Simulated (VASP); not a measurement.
# Al3InSb4 (P1) in VASP: relaxation of cell and atoms with PBE

Aim: the relaxation of cell and atoms of Al3InSb4 with PBE.

Program: VASP 6.6.1. These are calculated values, not measurements. Logs are shortened: lines on timing, memory, paths and dates and some standing lists are left out, and cuts for length are marked.

## Step 1: The cell of the first run

The typed cell holds 8 atoms: a = 4.516 Å, b = 4.397 Å, c = 12.339 Å, α = 93.91°, β = 91.16°, γ = 90.92°.

## Step 2: Relaxation of cell and atoms, PBE

Contents of INCAR:

```
ALGO = Normal ; EDIFF = 1E-6
EDIFFG = -0.025 ; ENCUT = 600
GGA = PE ; IBRION = 2
ISIF = 3 ; ISMEAR = 0
LASPH = T ; LCHARG = F
LREAL = F ; LWAVE = F
NELM = 60 ; NSW = 80
PREC = Accurate ; SIGMA = 0.1
```

Contents of KPOINTS:

```
k-points
0
Gamma
  4 4 1
```

Contents of POSCAR:

```
Al3InSb4
1.0
    4.5155821251     -0.0364137848     -0.0455066133
   -0.0364137848      4.3939256824     -0.1494871615
   -0.1286142435     -0.4224919585     12.3312361184
Al In Sb
3 1 4
Direct
    0.0314063114      0.0460191793      0.2555596838
    0.4866080069      0.4863618012      0.4819152897
   -0.0041548475      0.0171121843      0.7584734843
    0.4640194496      0.4758622753     -0.0038786966
    0.5067317855     -0.0313055777      0.8555788165
    0.0171638838      0.4713596060      0.1291948211
    0.5225219587      0.0345538301      0.3871015438
   -0.0242965485      0.5000367016      0.6360550574
```

Potentials or basis: VASP PAW PBE potentials, release 64 (Al, In_d, Sb).

Command:

```
$ cat potpaw_PBE.64/Al/POTCAR potpaw_PBE.64/In_d/POTCAR potpaw_PBE.64/Sb/POTCAR > POTCAR
$ mpirun -np 1 vasp_std > vasp.out
```

OUTCAR:

```text
EDIFF = 1E-6
   EDIFFG = -0.025
   ENCUT = 600
   GGA = PE
   IBRION = 2
   ISIF = 3
   ISMEAR = 0
   LASPH = T
   LREAL = F
   NELM = 60
   NSW = 80
   PREC = Accurate

 ion  position               nearest neighbor table
   1  0.031  0.046  0.256-   6 2.52   7 2.72   7 2.84   6 2.88
   2  0.487  0.486  0.482-   7 2.25   7 2.75   8 2.88   8 3.02
   3  0.996  0.017  0.758-   5 2.55   5 2.60   8 2.64   8 2.69
   4  0.464  0.476  0.996-   6 2.63   5 2.74   5 2.87   6 2.96
   5  0.507  0.969  0.856-   3 2.55   3 2.60   4 2.74   4 2.87
   6  0.017  0.471  0.129-   1 2.52   4 2.63   1 2.88   4 2.96
   7  0.523  0.035  0.387-   2 2.25   1 2.72   2 2.75   1 2.84
   8  0.976  0.500  0.636-   3 2.64   3 2.69   2 2.88   2 3.02

  LATTYP: Found a triclinic cell.
 ALAT       =    12.8138412555
 B/A-ratio  =     0.3431148030
 C/A-ratio  =     0.3524281393
 COS(alpha) =     0.0159973361
 COS(beta)  =     0.0249566831
 COS(gamma) =     0.2775266667

  Lattice vectors:

 A1 = (  -0.1650280283,   3.9714337239,  12.1817489569)
 A2 = (  -0.0364137848,   4.3939256824,  -0.1494871615)
 A3 = (  -4.5155821251,   0.0364137848,   0.0455066133)

Analysis of symmetry for initial positions (statically):
=====================================================================
 Subroutine PRICEL returns:
 Original cell was already a primitive cell.

 Routine SETGRP: Setting up the symmetry group for a
 triclinic supercell.

 Subroutine GETGRP returns: Found  1 space group operations
 (whereof  1 operations were pure point group operations)
 out of a pool of  2 trial point group operations.

The static configuration has the point symmetry C_1 .

Analysis of symmetry for dynamics (positions and initial velocities):
=====================================================================
 Subroutine PRICEL returns:
 Original cell was already a primitive cell.

 Routine SETGRP: Setting up the symmetry group for a
 triclinic supercell.

 Subroutine GETGRP returns: Found  1 space group operations
 (whereof  1 operations were pure point group operations)
 out of a pool of  2 trial point group operations.

The dynamic configuration has the point symmetry C_1 .

 Subroutine INISYM returns: Found  1 space group operations
 (whereof  1 operations are pure point group operations),
 and found     1 'primitive' translations

----------------------------------------------------------------------------------------

                                     Primitive cell

  volume of cell :     244.3370

  direct lattice vectors                    reciprocal lattice vectors
     4.515582125 -0.036413785 -0.045506613     0.221494787  0.001916423  0.002375841
    -0.036413785  4.393925682 -0.149487161     0.001916423  0.227869092  0.007827223
    -0.128614244 -0.422491958 12.331236118     0.000840626  0.002769448  0.081198525

  length of vectors
     4.515958231  4.396618619 12.339142000     0.221515819  0.228011537  0.081250089

  position of ions in fractional coordinates (direct lattice)
     0.031406311  0.046019179  0.255559684
     0.486608007  0.486361801  0.481915290
     0.995845153  0.017112184  0.758473484
     0.464019450  0.475862275  0.996121303
     0.506731786  0.968694422  0.855578816
     0.017163884  0.471359606  0.129194821
     0.522521959  0.034553830  0.387101544
     0.975703452  0.500036702  0.636055057

  ion indices of the primitive-cell ions
   primitive index   ion index
                 1           1
                 2           2
                 3           3
                 4           4
                 5           5
                 6           6
                 7           7
                 8           8

----------------------------------------------------------------------------------------

 KPOINTS: k-points

Automatic generation of k-mesh.
 Grid dimensions read from file:
 generate k-points for:    4    4    1

 Generating k-lattice:

  Cartesian coordinates                     Fractional coordinates (reciprocal lattice)
     0.055373697  0.000479106  0.000593960     0.250000000  0.000000000  0.000000000
     0.000479106  0.056967273  0.001956806     0.000000000  0.250000000  0.000000000
     0.000840626  0.002769448  0.081198525    -0.000000000 -0.000000000  1.000000000

  Length of vectors
     0.055378955  0.057002884  0.081250089

  Shift w.r.t. Gamma in fractional coordinates (k-lattice)
     0.000000000  0.000000000  0.000000000

 Subroutine IBZKPT returns following result:
 ===========================================

 Found     10 irreducible k-points:

 Following reciprocal coordinates:
            Coordinates               Weight
  0.000000  0.000000  0.000000      1.000000
  0.250000 -0.000000  0.000000      2.000000
  0.500000 -0.000000  0.000000      1.000000
  0.000000  0.250000  0.000000      2.000000
  0.250000  0.250000  0.000000      2.000000
  0.500000  0.250000  0.000000      2.000000
 -0.250000  0.250000 -0.000000      2.000000
  0.000000  0.500000  0.000000      1.000000
  0.250000  0.500000  0.000000      2.000000
  0.500000  0.500000  0.000000      1.000000
   k-points           NKPTS =     10   k-points in BZ     NKDIM =     10   number of bands    NBANDS=     26
   number of dos      NEDOS =    301   number of ions     NIONS =      8
   total plane-waves  NPLWV = 129600
   dimension x,y,z NGX =    36 NGY =   36 NGZ =  100
   dimension x,y,z NGXF=    72 NGYF=   72 NGZF=  200
   ions per type =               3   1   4
   NGX,Y,Z   is equivalent  to a cutoff of  13.25, 13.61, 13.47 a.u.
   NGXF,Y,Z  is equivalent  to a cutoff of  26.51, 27.22, 26.95 a.u.
 SYSTEM =  unknown system
   PREC   = accura    normal or accurate (medium, high low for compatibility)
   ISTART =      0    job   : 0-new  1-cont  2-samecut
   ICHARG =      2    charge: 1-file 2-atom 10-const
   ISPIN  =      1    spin polarized calculation?
   LNONCOLLINEAR =      F non collinear calculations
   LSORBIT =      F    spin-orbit coupling
   LASPH  =      T    aspherical Exc in radial PAW
   ENCUT  =  600.0 eV  44.10 Ry    6.64 a.u.   9.02  8.78 24.64*2*pi/ulx,y,z
   NELM   =     60;   NELMIN=  2; NELMDL= -5     # of ELM steps
   EDIFF  = 0.1E-05   stopping-criterion for ELM
   LREAL  =      F    real-space projection
   EDIFFG = -.3E-01   stopping-criterion for IOM
   NSW    =     80    number of steps for IOM
   IBRION =      2    ionic relax: 0-MD 1-quasi-New 2-CG
   NFREE  =      1    steps in history (QN), initial steepest desc. (CG)
   ISIF   =      3    stress and relaxation
   ISYM   =      2    0-nonsym 1-usesym 2-fastsym
   POTIM  = 0.5000    time-step for ionic-motion
   TEBEG  =    0.0;   TEEND  =   0.0 temperature during run
   PSTRESS=    0.0 pullay stress
   NELECT =      42.0000    total number of electrons
   NUPDOWN=      -1.0000    fix difference up-down
   EMIN   =  10.00;   EMAX   =-10.00  energy-range for DOS
   EFERMI =   0.00;   METHOD = LEGACY
   ISMEAR =     0;   SIGMA  =   0.10  broadening in eV -4-tet -1-fermi 0-gaus
   EFERMI_NEDOS =   21; number of points for ismear=-14 and -15
   IALGO  =     38    algorithm
   IMIX   =      4    mixing-type and parameters
     AMIX     =   0.40;   BMIX     =  1.00
     AMIX_MAG =   1.60;   BMIX_MAG =  1.00
  volume/ion in A,a.u.               =      30.54       206.11
  Fermi-wavevector in a.u.,A,eV,Ry     =   0.910252  1.720126 11.273218  0.828558
  Thomas-Fermi vector in A             =   2.034392
   LORBIT       =      0    0 simple, 1 ext, 2 COOP (PROOUT), +10 PAW based schemes
   GGA     = PE    functional components
   LHFCALC =     F    Hartree Fock is set to
   AEXX    =    0.0000 exact exchange contribution
   IVDW    =     0    specifies the selected vdW correction
   LEPSILON=     F    determine dielectric tensor
   LRPA    =     F    only Hartree local field effects (RPA)
 conjugate gradient relaxation of ions
 non-spin polarized calculation
 Gauss-broadening in eV      SIGMA  =   0.10
  energy-cutoff  :      600.00
  volume of cell :      244.34
 maximum number of plane-waves:      8180
   NGX = 19   NGY = 17   NGZ = 49

--------------------------------------- Ionic step        1  -------------------------------------------

 number of electron      41.9999998 magnetization

 Free energy of the ion-electron system (eV)
  ---------------------------------------------------
  ext. energy  EPLUGINS =         0.00000000
  ---------------------------------------------------
  free energy    TOTEN  =       -29.30441967 eV

  energy without entropy =      -29.30400557  energy(sigma->0) =      -29.30421262

 E-fermi :   5.2387     XC(G=0):  -8.6140

 val. band max:        5.0701290908   @ k =   0.0000   0.0000   0.0000
 cond. band min:       5.4077006333   @ k =   0.0000   0.5000   0.0000
 fundamental gap:      0.3375715426
 Fermi energy:         5.2387393076

 k-point     1 :       0.0000    0.0000    0.0000
  band No.  band energies     occupation
      1      -9.8264      2.00000
      2      -9.7480      2.00000
      3      -9.7234      2.00000
      4      -9.6776      2.00000
      5      -9.6620      2.00000
      6      -6.0220      2.00000
[... 398 lines left out ...]
  FREE ENERGIE OF THE ION-ELECTRON SYSTEM (eV)
  ---------------------------------------------------
  free  energy   TOTEN  =       -30.7863203773 eV

  energy  without entropy=      -30.7834839879  energy(sigma->0) =      -30.78490218

[... ionic steps 4 to 20 ...]

--------------------------------------- Ionic step       21  -------------------------------------------

 number of electron      42.0000005 magnetization

------------------------ aborting loop because EDIFF is reached ----------------------------------------

  FORCE on cell =-STRESS in cart. coord.  units (eV):
  Direction    XX          YY          ZZ          XY          YZ          ZX
  --------------------------------------------------------------------------------------
  -------------------------------------------------------------------------------------
  Total       -0.0058109      0.0289268      0.1148897     -0.0490066     -0.0330256     -0.0961292
  in kB       -0.0367736      0.1830592      0.7270638     -0.3101316     -0.2089982     -0.6083408
  external PRESSURE =       0.2911165 kB  Pullay stress =       0.0000000 kB
[... 69 lines left out ...]
  energy  without entropy=      -31.3291450441  energy(sigma->0) =      -31.32914505

--------------------------------------- Ionic step       23  -------------------------------------------

 number of electron      42.0000009 magnetization

 Free energy of the ion-electron system (eV)
  ---------------------------------------------------
  ext. energy  EPLUGINS =         0.00000000
  ---------------------------------------------------
  free energy    TOTEN  =       -31.32915219 eV

  energy without entropy =      -31.32915218  energy(sigma->0) =      -31.32915219

 E-fermi :   4.8115     XC(G=0):  -8.4620

 val. band max:        4.4408442723   @ k =   0.0000   0.0000   0.0000
 cond. band min:       5.1723743457   @ k =   0.0000   0.0000   0.0000
 fundamental gap:      0.7315300734
 Fermi energy:         4.8115038689

 k-point     1 :       0.0000    0.0000    0.0000
  band No.  band energies     occupation
      1      -9.9372      2.00000
      2      -9.8790      2.00000
      3      -9.8782      2.00000
      4      -9.8298      2.00000
      5      -9.8239      2.00000
      6      -6.0133      2.00000
[... 314 lines left out ...]
  FREE ENERGIE OF THE ION-ELECTRON SYSTEM (eV)
  ---------------------------------------------------
  free  energy   TOTEN  =       -31.3291521949 eV

  energy  without entropy=      -31.3291521791  energy(sigma->0) =      -31.32915219

 reached required accuracy - stopping structural energy minimisation
```

Run time: 38 min. Hardware: 1 thread of Intel Xeon 8259CL, shared host; peak memory 0.44 GiB.

Results:

* Free energy: -31.3292 eV
* Relaxed volume: 31.69 Å³/atom
* Relaxed cell: a = 4.504 Å, b = 4.503 Å, c = 12.499 Å, α = 89.96°, β = 89.99°, γ = 89.98°
* Space group after relaxing (to 0.1 Å): P-4m2 (No. 115)
* Energy gained by relaxing: 253.1 meV/atom
* Ionic steps: 23
* Pressure after relaxing: 0.0 GPa
* Largest force after relaxing: 0.023 eV/Å
* Band gap on the k mesh: 0.73 eV

Forces on the atoms (eV/Å):
```
Al   0.001 -0.001 -0.011
Al  -0.018 -0.002 -0.006
Al  -0.007 -0.001 -0.006
In  -0.007  0.018  0.013
Sb   0.011  0.002 -0.007
Sb   0.012 -0.012 -0.002
Sb   0.007 -0.003  0.012
Sb   0.001 -0.001  0.006
```

Step by step:
| step | energy change (eV) | largest force (eV/Å) | pressure (GPa) | volume (Å³) |
| --- | --- | --- | --- | --- |
| 1 | 0.0000 | 6.2413 | 4.12 | 244.34 |
| 2 | -1.3183 | 1.3032 | -2.05 | 272.60 |
| 3 | -1.4819 | 1.2632 | -1.09 | 262.38 |
| 4 | -1.8082 | 0.6396 | -0.57 | 256.77 |
| 5 | -1.8896 | 0.5778 | 0.14 | 252.44 |
| 6 | -1.9548 | 0.3787 | 0.15 | 252.25 |
| 7 | -1.9664 | 0.4077 | 0.18 | 252.09 |
| 8 | -1.9887 | 0.2252 | -0.10 | 253.63 |
| 9 | -1.9899 | 0.2611 | -0.18 | 254.09 |
| 10 | -1.9996 | 0.1808 | 0.03 | 252.97 |
| 11 | -2.0021 | 0.1745 | 0.21 | 252.07 |
| 12 | -2.0095 | 0.1328 | -0.02 | 253.38 |
| 13 | -2.0108 | 0.1441 | -0.17 | 254.22 |
| 14 | -2.0155 | 0.0975 | 0.02 | 253.16 |
| 15 | -2.0158 | 0.1050 | 0.09 | 252.83 |
| 16 | -2.0190 | 0.0895 | 0.01 | 253.26 |
| 17 | -2.0194 | 0.1191 | -0.03 | 253.46 |
| 18 | -2.0220 | 0.0856 | -0.02 | 253.43 |
| 19 | -2.0224 | 0.0977 | -0.01 | 253.41 |
| 20 | -2.0242 | 0.0453 | 0.03 | 253.18 |
| 21 | -2.0242 | 0.0433 | 0.03 | 253.17 |
| 22 | -2.0247 | 0.0254 | -0.02 | 253.52 |
| 23 | -2.0247 | 0.0234 | -0.03 | 253.49 |

Final structure:
```cif
data_structure
_symmetry_space_group_name_H-M 'P 1'
_symmetry_Int_Tables_number 1
_cell_length_a 4.5042
_cell_length_b 4.5026
_cell_length_c 12.4990
_cell_angle_alpha 89.962
_cell_angle_beta 89.990
_cell_angle_gamma 89.976
_cell_volume 253.49
loop_
_atom_site_label
_atom_site_type_symbol
_atom_site_fract_x
_atom_site_fract_y
_atom_site_fract_z
_atom_site_occupancy
Al1 Al 0.99899 0.00208 0.25767 1
Al2 Al 0.50213 0.50079 0.50003 1
Al3 Al 0.99989 0.00023 0.74247 1
In1 In 0.49952 0.49629 0.99994 1
Sb1 Sb 0.49947 0.99706 0.86201 1
Sb2 Sb 0.99915 0.50203 0.13800 1
Sb3 Sb 0.49915 0.00097 0.37870 1
Sb4 Sb 0.00168 0.50055 0.62117 1
```

Levels at points of the mesh, in eV from the valence-band top:
```tsv
k point	band 18	band 19	band 20	band 21	band 22	band 23	band 24	band 25
(0.00, 0.00, 0.00)	-1.24	-0.02	0.00	0.00	0.73	1.17	1.24	1.57
(0.50, 0.00, 0.00)	-1.11	-0.85	-0.81	-0.57	0.88	1.05	2.10	2.34
(0.00, 0.50, 0.00)	-1.12	-0.85	-0.81	-0.56	0.88	1.04	2.09	2.34
(0.50, 0.50, 0.00)	-2.12	-2.06	-2.05	-1.98	1.19	1.35	1.35	1.71
```

Caveat: the k points lie up to 0.50 Å⁻¹ apart in the final cell; spin-orbit coupling is left out, which moves the levels of the heavy elements; an odd mesh through Γ misses points on the zone boundary, where band edges can lie.
